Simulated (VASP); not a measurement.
# YAl2N3 (R-3m) in VASP: notebook

YAl2N3 is run at these levels: PBE; tasks: relaxation of cell and atoms, single point.

All numbers are computed with VASP 6.6.1; they aren't measurements. Logs are shortened: lines on timing, memory, paths and dates and some standing lists are left out, and cuts for length are marked.

**1. The cell of the first run**

Symmetry: R-3m, No. 166, trigonal system. Conventional cell: a = 5.235 Å, b = 5.235 Å, c = 11.237 Å, α = 90.00°, β = 90.00°, γ = 120.00°. Within 3.2 Å of Y (site symmetry -3m) lie 6 N at 2.41 Å and 6 Al at 3.04 Å. Al (site symmetry 3m) has 3 N at 2.15 Å within 2.8 Å. N (site symmetry 2/m) has 2 Al at 2.15 Å and 2 Y at 2.41 Å and 4 N at 2.62 Å within 2.8 Å.

The cell was generated, and may not be a known phase.

**2. Relaxation of cell and atoms, PBE**

INCAR reads:

```
ALGO = Normal
EDIFF = 1E-6
EDIFFG = -0.04
ENCUT = 600
GGA = PE
IBRION = 2
ISIF = 3
ISMEAR = 0
LASPH = True
LCHARG = False
LREAL = False
LWAVE = False
NELM = 60
NSW = 90
PREC = Accurate
SIGMA = 0.1
```

KPOINTS reads:

```
k-points
0
Gamma
  6 6 6
```

POSCAR reads:

```
YAl2N3
1.0
    2.6174214100      1.5111689600      3.7456416800
   -2.6174214100      1.5111689600      3.7456416800
    0.0000000000     -3.0223379100      3.7456416800
Y Al N
1 2 3
Direct
    0.5000000000      0.5000000000      0.5000000000
    0.8027027100      0.8027027100      0.8027027100
    0.1972972900      0.1972972900      0.1972972900
    0.5000000000      0.5000000000      0.0000000000
    0.0000000000      0.5000000000      0.5000000000
    0.5000000000      0.0000000000      0.5000000000
```

Potentials or basis: VASP PAW PBE potentials, release 64 (Y_sv, Al, N).

On the command line:

```
> cat potpaw_PBE.64/Y_sv/POTCAR potpaw_PBE.64/Al/POTCAR potpaw_PBE.64/N/POTCAR > POTCAR
> mpirun -np 1 vasp_std > vasp.out
```

OUTCAR:

```text
EDIFF = 1E-6
   EDIFFG = -0.04
   ENCUT = 600
   GGA = PE
   IBRION = 2
   ISIF = 3
   ISMEAR = 0
   LASPH = True
   LREAL = False
   NELM = 60
   NSW = 90
   PREC = Accurate

 ion  position               nearest neighbor table
   1  0.500  0.500  0.500-   4 2.41   4 2.41   6 2.41   5 2.41   6 2.41   5 2.41   2 3.04   3 3.04
                             2 3.04   3 3.04   2 3.04   3 3.04   3 3.40   2 3.40
   2  0.803  0.803  0.803-   5 2.15   6 2.15   4 2.15   1 3.04   1 3.04   1 3.04   3 3.10   3 3.10
                             3 3.10   1 3.40
   3  0.197  0.197  0.197-   5 2.15   6 2.15   4 2.15   1 3.04   1 3.04   1 3.04   2 3.10   2 3.10
                             2 3.10   1 3.40
   4  0.500  0.500  0.000-   2 2.15   3 2.15   1 2.41   1 2.41
   5  0.000  0.500  0.500-   2 2.15   3 2.15   1 2.41   1 2.41
   6  0.500  0.000  0.500-   2 2.15   3 2.15   1 2.41   1 2.41

  LATTYP: Found a trigonal (rhomboedric) cell.
 ALAT       =     4.8129365317
 COS(alpha) =     0.4084968968

  Lattice vectors:

 A1 = (   2.6174214100,   1.5111689600,   3.7456416800)
 A2 = (  -2.6174214100,   1.5111689600,   3.7456416800)
 A3 = (   0.0000000000,  -3.0223379100,   3.7456416800)

Analysis of symmetry for initial positions (statically):
=====================================================================
 Subroutine PRICEL returns:
 Original cell was already a primitive cell.

 Routine SETGRP: Setting up the symmetry group for a
 trigonal (rhombohedral) supercell.

 Subroutine GETGRP returns: Found 12 space group operations
 (whereof 12 operations were pure point group operations)
 out of a pool of 12 trial point group operations.

The static configuration has the point symmetry D_3d.

Analysis of symmetry for dynamics (positions and initial velocities):
=====================================================================
 Subroutine PRICEL returns:
 Original cell was already a primitive cell.

 Routine SETGRP: Setting up the symmetry group for a
 trigonal (rhombohedral) supercell.

 Subroutine GETGRP returns: Found 12 space group operations
 (whereof 12 operations were pure point group operations)
 out of a pool of 12 trial point group operations.

The dynamic configuration has the point symmetry D_3d.

 Subroutine INISYM returns: Found 12 space group operations
 (whereof 12 operations are pure point group operations),
 and found     1 'primitive' translations

----------------------------------------------------------------------------------------

                                     Primitive cell

  volume of cell :      88.8923

  direct lattice vectors                    reciprocal lattice vectors
     2.617421410  1.511168960  3.745641680     0.191027703  0.110289896  0.088992317
[... 116 lines left out ...]
  Fermi-wavevector in a.u.,A,eV,Ry     =   1.164582  2.200741 18.452921  1.356251
  Thomas-Fermi vector in A             =   2.301118
   LORBIT       =      0    0 simple, 1 ext, 2 COOP (PROOUT), +10 PAW based schemes
   GGA     = PE    functional components
   LHFCALC =     F    Hartree Fock is set to
   AEXX    =    0.0000 exact exchange contribution
   IVDW    =     0    specifies the selected vdW correction
   LEPSILON=     F    determine dielectric tensor
   LRPA    =     F    only Hartree local field effects (RPA)
 conjugate gradient relaxation of ions
 non-spin polarized calculation
 Gauss-broadening in eV      SIGMA  =   0.10
  energy-cutoff  :      600.00
  volume of cell :       88.89
 maximum number of plane-waves:      2991
 NGX is ok and might be reduce to    40
   NGX = 19   NGY = 19   NGZ = 19

--------------------------------------- Ionic step        1  -------------------------------------------

 number of electron      32.0000002 magnetization

 Free energy of the ion-electron system (eV)
  ---------------------------------------------------
  ext. energy  EPLUGINS =         0.00000000
  ---------------------------------------------------
  free energy    TOTEN  =       -36.38885972 eV

  energy without entropy =      -36.37588845  energy(sigma->0) =      -36.38237408

------------------------ aborting loop because EDIFF is reached ----------------------------------------

  FORCE on cell =-STRESS in cart. coord.  units (eV):
  Direction    XX          YY          ZZ          XY          YZ          ZX
  --------------------------------------------------------------------------------------
  -------------------------------------------------------------------------------------
  Total        1.2760623      1.2760623    -12.3334208      0.0000000     -0.0000000      0.0000000
  in kB       22.9994946     22.9994946   -222.2951445      0.0000000     -0.0000002      0.0000000
  external PRESSURE =     -58.7653851 kB  Pullay stress =       0.0000000 kB
[... 101 lines left out ...]
  FREE ENERGIE OF THE ION-ELECTRON SYSTEM (eV)
  ---------------------------------------------------
  free  energy   TOTEN  =       -38.7474631950 eV

  energy  without entropy=      -38.7291665659  energy(sigma->0) =      -38.73831488

 E-fermi :   4.5405     XC(G=0): -10.0390

 val. band max:        4.5321832281   @ k =   0.1667   0.1667   0.0000
 cond. band min:       4.5452150276   @ k =   0.1667  -0.0000   0.0000
 fundamental gap:      0.0130317995
 Fermi energy:         4.5404870374

 k-point     1 :       0.0000    0.0000    0.0000
  band No.  band energies     occupation
      1     -35.6638      2.00000
      2     -16.4398      2.00000
      3     -15.9238      2.00000
      4     -15.9238      2.00000
      5     -10.3646      2.00000
      6      -8.8002      2.00000
[... 541 lines left out ...]
     19       8.7996      0.00000
     20       9.4147      0.00000

 [... further k-points ...]

[... ionic steps 4 to 16 ...]

--------------------------------------- Ionic step       17  -------------------------------------------

 number of electron      32.0000000 magnetization

------------------------ aborting loop because EDIFF is reached ----------------------------------------
[... 75 lines left out ...]
--------------------------------------- Ionic step       19  -------------------------------------------

 number of electron      32.0000000 magnetization

 Free energy of the ion-electron system (eV)
  ---------------------------------------------------
  ext. energy  EPLUGINS =         0.00000000
  ---------------------------------------------------
  free energy    TOTEN  =       -41.08160142 eV

  energy without entropy =      -41.06632249  energy(sigma->0) =      -41.07396196

 E-fermi :   3.0185     XC(G=0):  -9.0198

 val. band max:        2.9972889339   @ k =   0.5000   0.5000   0.1667
 cond. band min:       3.0292766304   @ k =   0.5000   0.3333   0.1667
 fundamental gap:      0.0319876966
 Fermi energy:         3.0185094027

 k-point     1 :       0.0000    0.0000    0.0000
  band No.  band energies     occupation
      1     -38.8362      2.00000
      2     -19.0567      2.00000
      3     -18.8768      2.00000
      4     -18.8768      2.00000
      5     -11.6010      2.00000
      6     -10.0609      2.00000
[... 576 lines left out ...]
  FREE ENERGIE OF THE ION-ELECTRON SYSTEM (eV)
  ---------------------------------------------------
  free  energy   TOTEN  =       -41.0816014183 eV

  energy  without entropy=      -41.0663224946  energy(sigma->0) =      -41.07396196

 reached required accuracy - stopping structural energy minimisation
```

Run time: 12 min. Hardware: 1 thread of Intel Xeon Platinum 8488C (Sapphire Rapids), shared host; peak memory 0.31 GiB.

Results:

| Quantity | Value |
| --- | --- |
| Free energy | -41.0816 eV |
| Relaxed volume | 17.42 Å³/atom |
| Relaxed cell | a = 4.934 Å, b = 4.934 Å, c = 4.934 Å, α = 71.30°, β = 71.30°, γ = 71.30° |
| Space group after relaxing (to 0.1 Å) | R-3m (No. 166) |
| Energy gained by relaxing | 782.1 meV/atom |
| Ionic steps | 19 |
| Pressure after relaxing | 0.0 GPa |
| Largest force after relaxing | 0.024 eV/Å |
| Band gap on the k mesh | zero (bands 16 and 17 overlap by 0.76 eV) |

Forces on the atoms (eV/Å):
```
Y    0.000  0.000  0.000
Al   0.000  0.000 -0.024
Al   0.000  0.000  0.024
N    0.000  0.000  0.000
N    0.000  0.000  0.000
N    0.000  0.000  0.000
```

Stress tensor (GPa, compression positive):
```
 0.11  0.00  0.00
 0.00  0.11  0.00
 0.00  0.00 -0.09
```

The path:
| step | energy change (eV) | largest force (eV/Å) | pressure (GPa) | volume (Å³) |
| --- | --- | --- | --- | --- |
| 1 | 0.0000 | 3.5272 | -5.88 | 88.89 |
| 2 | -2.2136 | 3.2125 | 9.64 | 81.73 |
| 3 | -2.3586 | 0.1490 | 32.36 | 76.25 |
| 4 | -2.5914 | 1.8216 | 21.01 | 78.63 |
| 5 | -3.4258 | 0.4378 | 17.19 | 83.43 |
| 6 | -3.4568 | 0.8408 | 15.43 | 86.49 |
| 7 | -3.5010 | 0.2623 | 16.10 | 85.25 |
| 8 | -4.0745 | 1.0948 | 1.78 | 93.83 |
| 9 | -4.1108 | 1.5304 | -2.55 | 97.48 |
| 10 | -4.2810 | 1.4503 | -2.14 | 98.09 |
| 11 | -4.5744 | 0.9764 | -0.12 | 99.61 |
| 12 | -4.1550 | 1.0481 | 8.67 | 101.90 |
| 13 | -4.6253 | 0.5339 | 1.60 | 100.11 |
| 14 | -4.6792 | 0.2321 | 0.78 | 102.37 |
| 15 | -4.6911 | 0.0233 | 0.23 | 104.06 |
| 16 | -4.6911 | 0.0102 | 0.26 | 103.98 |
| 17 | -4.6923 | 0.0653 | -0.22 | 104.57 |
| 18 | -4.6923 | 0.0650 | -0.22 | 104.57 |
| 19 | -4.6927 | 0.0245 | 0.04 | 104.53 |

Final structure:
```
Y Al N
1.0
     2.87557    1.66021    3.64937
    -2.87557    1.66021    3.64937
     0.00000   -3.32043    3.64937
Y Al N
1 2 3
Cartesian
  0.0000 0.0000 5.4740
  0.0000 0.0000 8.0716
  0.0000 0.0000 2.8765
  0.0000 1.6602 3.6494
  -1.4378 -0.8301 3.6494
  1.4378 -0.8301 3.6494
```

Caveat: the volume moved by over 15 % at a fixed basis, so the end points are rough.

**3. Single point, PBE, collinear spin, ferromagnetic start**

INCAR reads:

```
SYSTEM = YAl2N3
PREC = Accurate
ENCUT = 520
EDIFF = 1E-6
ISMEAR = 0
SIGMA = 0.1
LREAL = .False.
LASPH = .True.
NELM = 150
ALGO = Normal
ISIF = 2
LWAVE = .False.
LCHARG = .False.
ISPIN = 2
MAGMOM = 0 0 0 1 1 1
LORBIT = 11
LMAXMIX = 4
GGA = PE
NBANDS = 29
```

KPOINTS reads:

```
regular mesh
0
Gamma
  6 6 6
  0 0 0
```

POSCAR is that of step 2.

Potentials or basis: VASP PAW PBE potentials, release 64 (Y_sv, Al, N).

On the command line:

```
> cat potpaw_PBE.64/Y_sv/POTCAR potpaw_PBE.64/Al/POTCAR potpaw_PBE.64/N/POTCAR > POTCAR
> mpirun -np 1 vasp_std > vasp.out
```

Run time: 1.8 min. Hardware: 1 thread of Intel Xeon Platinum 8488C (Sapphire Rapids), shared host; peak memory 0.33 GiB.

The run converged. Its results:

```yaml
Free_energy: -36.3849 eV
Pressure: -5.8 GPa
Largest_force: 3.528 eV/Å
Band_gap_on_the_k_mesh: zero (filled and empty bands overlap)
Net_moment: 0.00 μB per cell
Valence_electrons_inside_the_program's_atomic_spheres: Y 9.97; Al 0.71; N 3.52
```

Forces on the atoms (eV/Å):
```
Y    0.000  0.000  0.000
Al   0.000  0.000 -3.528
Al   0.000  0.000  3.528
N    0.000  0.000  0.000
N    0.000  0.000  0.000
N    0.000  0.000  0.000
```

Stress tensor (GPa, compression positive):
```
  2.38   0.00   0.00
  0.00   2.38   0.00
  0.00   0.00 -22.15
```

Levels at points of the mesh, in eV from the Fermi level:
Spin up:
```csv
k point,band 12,band 13,band 14,band 15,band 16,band 17,band 18,band 19,band 20,band 21
"(0.00, 0.00, 0.00)",-2.38,-2.38,-2.27,-0.37,-0.37,0.67,0.76,0.76,1.65,4.92
"(0.50, 0.00, 0.00)",-2.75,-2.64,-1.87,-1.58,-1.12,0.12,0.74,2.25,2.76,3.15
"(0.50, 0.50, 0.00)",-2.95,-2.04,-1.83,-1.50,0.00,0.57,1.00,2.01,2.18,3.24
"(0.50, 0.50, 0.50)",-3.25,-3.25,-0.23,0.36,0.37,0.37,0.79,2.90,2.90,4.81
```
Spin down:
| k point | band 14 | band 15 | band 16 | band 17 | band 18 | band 19 |
| --- | --- | --- | --- | --- | --- | --- |
| (0.00, 0.00, 0.00) | -2.27 | -0.37 | -0.37 | 0.67 | 0.76 | 0.76 |
| (0.50, 0.00, 0.00) | -1.87 | -1.58 | -1.11 | 0.12 | 0.74 | 2.25 |
| (0.50, 0.50, 0.00) | -1.83 | -1.50 | 0.01 | 0.57 | 1.00 | 2.01 |
| (0.50, 0.50, 0.50) | -0.23 | 0.36 | 0.38 | 0.38 | 0.79 | 2.90 |

Caveat: the stress differs along the axes, from -22 to 2 GPa; forces of over 1 eV/Å act on the atoms, so gaps and moduli don't describe the material at rest.

**4. Single point, PBE, collinear spin, ferromagnetic start**

This run uses another cell than the first one, of 17.45 Å³/atom.

Edit INCAR of step 3 so:

```diff
@@ -3,3 +3,3 @@
 ENCUT = 520
-EDIFF = 1E-6
+EDIFF = 1E-7
 ISMEAR = 0
@@ -12,3 +12,3 @@
 LWAVE = .False.
-LCHARG = .False.
+LCHARG = .True.
 ISPIN = 2
@@ -18,2 +18,4 @@
 GGA = PE
+LELF = .True.
+LVHAR = .True.
 NBANDS = 29
```

KPOINTS is that of step 3.

POSCAR reads:

```
YAl2N3
1.0
    2.8762568535      1.6606076687      3.6528384659
   -2.8762568535      1.6606076687      3.6528384659
    0.0000000000     -3.3212153373      3.6528384659
Y Al N
1 2 3
Direct
    0.5000000000      0.5000000000      0.5000000000
    0.7370275410      0.7370275410      0.7370275410
    0.2629724590      0.2629724590      0.2629724590
    0.5000000000      0.5000000000      0.0000000000
    0.0000000000      0.5000000000      0.5000000000
    0.5000000000      0.0000000000      0.5000000000
```

Potentials or basis: VASP PAW PBE potentials, release 64 (Y_sv, Al, N).

On the command line:

```
> cat potpaw_PBE.64/Y_sv/POTCAR potpaw_PBE.64/Al/POTCAR potpaw_PBE.64/N/POTCAR > POTCAR
> mpirun -np 1 vasp_std > vasp.out
```

OUTCAR:

```text
SYSTEM = YAl2N3
   PREC = Accurate
   ENCUT = 520
   EDIFF = 1E-7
   ISMEAR = 0
   LREAL = .False.
   LASPH = .True.
   NELM = 150
   ISIF = 2
   ISPIN = 2
   LORBIT = 11
   GGA = PE

 ion  position               nearest neighbor table
   1  0.500  0.500  0.500-   5 2.47   6 2.47   6 2.47   5 2.47   4 2.47   4 2.47   2 2.60   3 2.60
                             2 3.48   3 3.48   2 3.48   3 3.48   2 3.48   3 3.48
   2  0.737  0.737  0.737-   5 1.83   6 1.83   4 1.83   1 2.60   1 3.48   1 3.48   1 3.48
   3  0.263  0.263  0.263-   5 1.83   6 1.83   4 1.83   1 2.60   1 3.48   1 3.48   1 3.48
   4  0.500  0.500  0.000-   2 1.83   3 1.83   1 2.47   1 2.47
   5  0.000  0.500  0.500-   2 1.83   3 1.83   1 2.47   1 2.47
   6  0.500  0.000  0.500-   2 1.83   3 1.83   1 2.47   1 2.47

  LATTYP: Found a trigonal (rhomboedric) cell.
 ALAT       =     4.9369727743
 COS(alpha) =     0.3211655655

[... 1715 lines left out ...]
  -------------------------------------------------------------------------------------
  Total        0.0649148      0.0649148     -0.0711294     -0.0000000     -0.0000000     -0.0000000
  in kB        0.9935225      0.9935225     -1.0886374     -0.0000000     -0.0000000     -0.0000000
  external PRESSURE =       0.2994692 kB  Pullay stress =       0.0000000 kB

 VOLUME and BASIS-vectors are now :
 -----------------------------------------------------------------------------
  energy-cutoff  :      520.00
  volume of cell :      104.68
      direct lattice vectors                 reciprocal lattice vectors
     2.876256854  1.660607669  3.652838466     0.173837048  0.100364866  0.091253237
    -2.876256854  1.660607669  3.652838466    -0.173837048  0.100364866  0.091253237
     0.000000000 -3.321215337  3.652838466     0.000000000 -0.200729733  0.091253237

 POSITION                                       TOTAL-FORCE (eV/Angst)
 -----------------------------------------------------------------------------------
      0.00000      0.00000      5.47926         0.000000      0.000000      0.000000
      0.00000      0.00000      8.07673        -0.000000     -0.000000     -0.012776
      0.00000      0.00000      2.88179        -0.000000      0.000000      0.012776
      0.00000      1.66061      3.65284        -0.000000      0.000000     -0.000000
     -1.43813     -0.83030      3.65284         0.000000     -0.000000     -0.000000
      1.43813     -0.83030      3.65284         0.000000     -0.000000      0.000000
 -----------------------------------------------------------------------------------
    total drift:                                0.000000      0.000000     -0.000000

  FREE ENERGIE OF THE ION-ELECTRON SYSTEM (eV)
  ---------------------------------------------------
  free  energy   TOTEN  =       -41.0865333821 eV

  energy  without entropy=      -41.0712948312  energy(sigma->0) =      -41.07891411

 total charge

# of ion       s       p       d       f       tot
--------------------------------------------------
    1        2.178   6.463   1.001   0.101   9.744
    2        0.383   0.429   0.000   0.000   0.812
    3        0.383   0.429   0.000   0.000   0.812
    4        1.253   2.470   0.000   0.000   3.723
    5        1.253   2.470   0.000   0.000   3.723
    6        1.253   2.470   0.000   0.000   3.723
--------------------------------------------------
tot          6.704  14.731   1.001   0.101  22.538

 magnetization (x)

# of ion       s       p       d       f       tot
--------------------------------------------------
    1        0.000   0.000   0.000  -0.000   0.000
    2        0.000   0.000   0.000   0.000   0.000
    3        0.000   0.000   0.000   0.000   0.000
    4       -0.000  -0.000   0.000   0.000  -0.000
    5       -0.000  -0.000   0.000   0.000  -0.000
    6       -0.000  -0.000   0.000   0.000  -0.000
--------------------------------------------------
tot         -0.000  -0.001   0.000  -0.000  -0.001
```

OSZICAR:

```text
N       E                     dE             d eps       ncg     rms          rms(c)
DAV:   1     0.155579672522E+03    0.15558E+03   -0.14346E+04  3712   0.979E+02
[... 22 lines left out ...]
DAV:  24    -0.410865358697E+02    0.15777E-05   -0.15906E-05  4515   0.184E-02    0.920E-03
DAV:  25    -0.410865346141E+02    0.12556E-05   -0.68282E-06  4561   0.123E-02    0.867E-03
DAV:  26    -0.410865342777E+02    0.33647E-06   -0.26257E-06  4583   0.758E-03    0.748E-03
DAV:  27    -0.410865331120E+02    0.11656E-05   -0.10575E-05  4532   0.155E-02    0.436E-03
DAV:  28    -0.410865329838E+02    0.12823E-06   -0.11023E-05  4752   0.153E-02    0.115E-03
DAV:  29    -0.410865333753E+02   -0.39155E-06   -0.13840E-06  4012   0.646E-03    0.135E-03
DAV:  30    -0.410865333821E+02   -0.67530E-08   -0.49913E-08  2333   0.115E-03
   1 F= -.41086533E+02 E0= -.41078914E+02  d E =-.152386E-01  mag=    -0.0000
```

Wall time 5 min (1 thread of Intel Xeon Platinum 8488C (Sapphire Rapids), shared host); peak memory 0.4 GiB.

What came out:

```yaml
Free_energy: -41.0865 eV
Pressure: 0.0 GPa
Largest_force: 0.013 eV/Å
Band_gap_on_the_k_mesh: zero (filled and empty bands overlap)
Net_moment: 0.00 μB per cell
Valence_electrons_inside_the_program's_atomic_spheres: Y 9.74; Al 0.81; N 3.72
```

Forces on the atoms (eV/Å):
```
Y    0.000  0.000  0.000
Al   0.000  0.000 -0.013
Al   0.000  0.000  0.013
N    0.000  0.000  0.000
N    0.000  0.000  0.000
N    0.000  0.000  0.000
```

Stress tensor (GPa, compression positive):
```
 0.10  0.00  0.00
 0.00  0.10  0.00
 0.00  0.00 -0.11
```

(Continued in part 2 of 2.)

The gap in the log of VASP goes by the Fermi energy; the results here count the filled bands.